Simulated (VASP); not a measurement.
# ScTa3F (P4/mmm) in VASP: relaxation of cell and atoms with PBE

Aim: the relaxation of cell and atoms of ScTa3F with PBE.

Program: VASP 6.6.1. These are calculated values, not measurements. Logs are shortened: lines on timing, memory, paths and dates and some standing lists are left out, and cuts for length are marked.

### 1 The cell of the first run

It takes space group P4/mmm (No. 123, tetragonal). Conventional cell: a = 3.329 Å, b = 3.329 Å, c = 7.600 Å, α = 90.00°, β = 90.00°, γ = 90.00°. Within 3.1 Å of Sc (site symmetry 4/mmm) lie 4 F at 2.35 Å. Ta (site symmetry 4mm) has 1 F at 2.30 Å and 5 Ta at 2.79 to 3.01 Å within 3.1 Å. Ta (site symmetry 4/mmm) has 12 Ta at 2.79 to 3.33 Å and 2 Sc at 3.80 Å within 3.8 Å. Within 3.0 Å of F (site symmetry 4/mmm) lie 2 Ta at 2.30 Å and 4 Sc at 2.35 Å.

The cell was generated, and may not be a known phase.

### 2 Relaxation of cell and atoms, PBE

Contents of INCAR:

```
PREC = Accurate ; ENCUT = 600
EDIFF = 1E-6 ; ISMEAR = 0
SIGMA = 0.1 ; LREAL = F
LASPH = T ; NELM = 100
ALGO = Normal ; ISIF = 3
LWAVE = F ; LCHARG = F
GGA = PE ; IBRION = 2
NSW = 100 ; EDIFFG = -0.01
```

Contents of KPOINTS:

```
Automatic mesh
0
Gamma
  12 12 6
```

Contents of POSCAR:

```
ScTa3F
1.0
    3.3285884065      0.0000000000      0.0000000000
    0.0000000000      3.3285884065      0.0000000000
    0.0000000000      0.0000000000      7.5999154802
Sc Ta F
1 3 1
Direct
    0.0000000000      0.0000000000      0.5000000000
    0.5000000000      0.5000000000      0.1979820917
    0.5000000000      0.5000000000      0.8020179083
    0.0000000000      0.0000000000      0.0000000000
    0.5000000000      0.5000000000      0.5000000000
```

Potentials or basis: VASP PAW PBE potentials, release 64 (Sc_sv, Ta_pv, F).

Started as:

```sh
cat potpaw_PBE.64/Sc_sv/POTCAR potpaw_PBE.64/Ta_pv/POTCAR potpaw_PBE.64/F/POTCAR > POTCAR
mpirun -np 1 vasp_std > vasp.out
```

OUTCAR:

```text
PREC = Accurate
   ENCUT = 600
   EDIFF = 1E-6
   ISMEAR = 0
   LREAL = F
   LASPH = T
   NELM = 100
   ISIF = 3
   GGA = PE
   IBRION = 2
   NSW = 100
   EDIFFG = -0.01

 ion  position               nearest neighbor table
   1  0.000  0.000  0.500-   5 2.35   5 2.35   5 2.35   5 2.35   3 3.29   3 3.29   2 3.29   3 3.29
                             2 3.29   2 3.29   3 3.29   2 3.29
   2  0.500  0.500  0.198-   5 2.30   4 2.79   4 2.79   4 2.79   4 2.79   3 3.01   1 3.29   1 3.29
                             1 3.29   1 3.29
   3  0.500  0.500  0.802-   5 2.30   4 2.79   4 2.79   4 2.79   4 2.79   2 3.01   1 3.29   1 3.29
                             1 3.29   1 3.29
   4  0.000  0.000  0.000-   2 2.79   3 2.79   2 2.79   3 2.79   2 2.79   3 2.79   2 2.79   3 2.79

   5  0.500  0.500  0.500-   2 2.30   3 2.30   1 2.35   1 2.35   1 2.35   1 2.35

  LATTYP: Found a simple tetragonal cell.
 ALAT       =     3.3285884065
 C/A-ratio  =     2.2832247644

  Lattice vectors:

 A1 = (   3.3285884065,   0.0000000000,   0.0000000000)
 A2 = (   0.0000000000,   3.3285884065,   0.0000000000)
 A3 = (   0.0000000000,   0.0000000000,   7.5999154802)

Analysis of symmetry for initial positions (statically):
=====================================================================
 Subroutine PRICEL returns:
 Original cell was already a primitive cell.

 Routine SETGRP: Setting up the symmetry group for a
 simple tetragonal supercell.

 Subroutine GETGRP returns: Found 16 space group operations
 (whereof 16 operations were pure point group operations)
 out of a pool of 16 trial point group operations.

The static configuration has the point symmetry D_4h.

Analysis of symmetry for dynamics (positions and initial velocities):
=====================================================================
 Subroutine PRICEL returns:
 Original cell was already a primitive cell.

 Routine SETGRP: Setting up the symmetry group for a
 simple tetragonal supercell.

 Subroutine GETGRP returns: Found 16 space group operations
 (whereof 16 operations were pure point group operations)
 out of a pool of 16 trial point group operations.

The dynamic configuration has the point symmetry D_4h.

 Subroutine INISYM returns: Found 16 space group operations
 (whereof 16 operations are pure point group operations),
 and found     1 'primitive' translations

[... 105 lines left out ...]
   NFREE  =      1    steps in history (QN), initial steepest desc. (CG)
   ISIF   =      3    stress and relaxation
   ISYM   =      2    0-nonsym 1-usesym 2-fastsym
   POTIM  = 0.5000    time-step for ionic-motion
   TEBEG  =    0.0;   TEEND  =   0.0 temperature during run
   PSTRESS=    0.0 pullay stress
   NELECT =      51.0000    total number of electrons
   NUPDOWN=      -1.0000    fix difference up-down
   EMIN   =  10.00;   EMAX   =-10.00  energy-range for DOS
   EFERMI =   0.00;   METHOD = LEGACY
   ISMEAR =     0;   SIGMA  =   0.10  broadening in eV -4-tet -1-fermi 0-gaus
   EFERMI_NEDOS =   21; number of points for ismear=-14 and -15
   IALGO  =     38    algorithm
   IMIX   =      4    mixing-type and parameters
     AMIX     =   0.40;   BMIX     =  1.00
     AMIX_MAG =   1.60;   BMIX_MAG =  1.00
  volume/ion in A,a.u.               =      16.84       113.65
  Fermi-wavevector in a.u.,A,eV,Ry     =   1.385124  2.617504 26.103699  1.918568
  Thomas-Fermi vector in A             =   2.509563
   LORBIT       =      0    0 simple, 1 ext, 2 COOP (PROOUT), +10 PAW based schemes
   GGA     = PE    functional components
   LHFCALC =     F    Hartree Fock is set to
   AEXX    =    0.0000 exact exchange contribution
   IVDW    =     0    specifies the selected vdW correction
   LEPSILON=     F    determine dielectric tensor
   LRPA    =     F    only Hartree local field effects (RPA)
 conjugate gradient relaxation of ions
 non-spin polarized calculation
 Gauss-broadening in eV      SIGMA  =   0.10
  energy-cutoff  :      600.00
  volume of cell :       84.20
 maximum number of plane-waves:      2833
 NGX is ok and might be reduce to    28
   NGX = 13   NGY = 13   NGZ = 31

--------------------------------------- Ionic step        1  -------------------------------------------

 number of electron      51.0000004 magnetization

 Free energy of the ion-electron system (eV)
  ---------------------------------------------------
  ext. energy  EPLUGINS =         0.00000000
  ---------------------------------------------------
  free energy    TOTEN  =       -46.51800487 eV

  energy without entropy =      -46.49949287  energy(sigma->0) =      -46.50874887

------------------------ aborting loop because EDIFF is reached ----------------------------------------

  FORCE on cell =-STRESS in cart. coord.  units (eV):
  Direction    XX          YY          ZZ          XY          YZ          ZX
  --------------------------------------------------------------------------------------
  -------------------------------------------------------------------------------------
  Total        0.3058827      0.3058827     -0.0982435      0.0000000      0.0000000     -0.0000000
  in kB        5.8201808      5.8201808     -1.8693278      0.0000000      0.0000000     -0.0000000
  external PRESSURE =       3.2570113 kB  Pullay stress =       0.0000000 kB
[... 182 lines left out ...]
--------------------------------------- Ionic step        6  -------------------------------------------

 number of electron      50.9999998 magnetization

 Free energy of the ion-electron system (eV)
  ---------------------------------------------------
  ext. energy  EPLUGINS =         0.00000000
  ---------------------------------------------------
  free energy    TOTEN  =       -46.52355583 eV

  energy without entropy =      -46.50543539  energy(sigma->0) =      -46.51449561

 E-fermi :   5.6965     XC(G=0): -11.8192

 val. band max:        5.6961643570   @ k =   0.3333   0.2500   0.1667
 cond. band min:       5.6997614838   @ k =   0.2500   0.2500   0.3333
 fundamental gap:      0.0035971268
 Fermi energy:         5.6965155606

 k-point     1 :       0.0000    0.0000    0.0000
  band No.  band energies     occupation
      1     -44.3464      2.00000
      2     -28.9327      2.00000
      3     -28.7164      2.00000
      4     -28.6874      2.00000
      5     -28.6874      2.00000
      6     -28.4728      2.00000
[... 781 lines left out ...]
     29       7.3940      0.00000
     30       8.0866      0.00000

 [... further k-points ...]

------------------------ aborting loop because EDIFF is reached ----------------------------------------

  FORCE on cell =-STRESS in cart. coord.  units (eV):
  Direction    XX          YY          ZZ          XY          YZ          ZX
  --------------------------------------------------------------------------------------
  -------------------------------------------------------------------------------------
  Total       -0.0060753     -0.0060753     -0.0384422      0.0000000      0.0000000      0.0000000
  in kB       -0.1147882     -0.1147882     -0.7263337      0.0000000      0.0000000      0.0000000
  external PRESSURE =      -0.3186367 kB  Pullay stress =       0.0000000 kB
[... 20 lines left out ...]
  FREE ENERGIE OF THE ION-ELECTRON SYSTEM (eV)
  ---------------------------------------------------
  free  energy   TOTEN  =       -46.5235558258 eV

  energy  without entropy=      -46.5054353939  energy(sigma->0) =      -46.51449561

 reached required accuracy - stopping structural energy minimisation
```

CONTCAR:

```text
ScTa3F
   1.00000000000000
     3.3477296067603626    0.0000000000000000   -0.0000000000000000
     0.0000000000000000    3.3477296067603626    0.0000000000000000
     0.0000000000000000    0.0000000000000000    7.5662776313063622
  Sc              Ta              F
     1     3     1
Direct
     1.0000000000000000    1.0000000000000000    0.5000000000000000
     0.5000000000000000    0.5000000000000000    0.1954335095889056
     0.5000000000000000    0.5000000000000000    0.8045664904110943
     1.0000000000000000    1.0000000000000000    1.0000000000000000
     0.5000000000000000    0.5000000000000000    0.5000000000000000

  0.00000000E+00  0.00000000E+00  0.00000000E+00
  0.00000000E+00  0.00000000E+00  0.00000000E+00
  0.00000000E+00  0.00000000E+00  0.00000000E+00
  0.00000000E+00  0.00000000E+00  0.00000000E+00
  0.00000000E+00  0.00000000E+00  0.00000000E+00
```

Run time: 42 min. Hardware: 1 thread of AMD EPYC 7R13, shared host; peak memory 0.44 GiB.

What came out:

| Quantity | Value |
| --- | --- |
| Free energy | -46.5236 eV |
| Relaxed volume | 16.96 Å³/atom |
| Relaxed cell | a = 3.348 Å, b = 3.348 Å, c = 7.566 Å, α = 90.00°, β = 90.00°, γ = 90.00° |
| Space group after relaxing (to 0.1 Å) | P4/mmm (No. 123) |
| Energy gained by relaxing | 1.1 meV/atom |
| Ionic steps | 6 |
| Pressure after relaxing | 0.0 GPa |
| Largest force after relaxing | 0.007 eV/Å |
| Band gap on the k mesh | zero (an odd number of electrons rules out a gap without spin polarisation) |

Forces in eV/Å, atoms in the order of the input:
```
Sc   0.000  0.000  0.000
Ta   0.000  0.000  0.007
Ta   0.000  0.000 -0.007
Ta   0.000  0.000  0.000
F    0.000  0.000  0.000
```

The path:
```tsv
step	energy change (eV)	largest force (eV/Å)	pressure (GPa)	volume (Å³)
1	0.0000	0.1757	0.33	84.20
2	-0.0037	0.1155	-0.10	84.62
3	-0.0048	0.0439	-0.56	85.08
4	-0.0034	0.1608	0.80	84.53
5	-0.0055	0.0247	-0.09	84.88
6	-0.0056	0.0075	-0.03	84.80
```

Final structure:
```yaml
crystal:
  lattice:
    - [3.34773, 0.00000, 0.00000]
    - [0.00000, 3.34773, 0.00000]
    - [0.00000, 0.00000, 7.56628]
  atoms:
    - { symbol: Sc, position: [0.00000, 0.00000, 0.50000] }
    - { symbol: Ta, position: [0.50000, 0.50000, 0.19543] }
    - { symbol: Ta, position: [0.50000, 0.50000, 0.80457] }
    - { symbol: Ta, position: [0.00000, 0.00000, 0.00000] }
    - { symbol: F, position: [0.50000, 0.50000, 0.50000] }
```

Levels at points of the mesh, in eV from the Fermi level:
| k point | band 23 | band 24 | band 25 | band 26 | band 27 | band 28 |
| --- | --- | --- | --- | --- | --- | --- |
| (0.00, 0.00, 0.00) | -0.86 | -0.64 | 0.27 | 0.49 | 0.49 | 0.95 |
| (0.50, 0.00, 0.00) | -1.30 | -0.92 | -0.80 | 0.81 | 0.92 | 1.05 |
| (0.50, 0.50, 0.00) | -1.20 | -1.20 | -1.00 | -1.00 | 1.47 | 2.00 |
| (0.00, 0.00, 0.50) | 0.03 | 0.12 | 0.24 | 0.24 | 0.31 | 0.76 |
| (0.50, 0.00, 0.50) | -1.48 | -1.19 | -0.54 | 0.45 | 1.22 | 1.26 |
| (0.50, 0.50, 0.50) | -1.28 | -1.28 | 0.12 | 0.12 | 0.99 | 0.99 |

Caveat: spin-orbit coupling is left out, which moves the levels of the heavy elements.
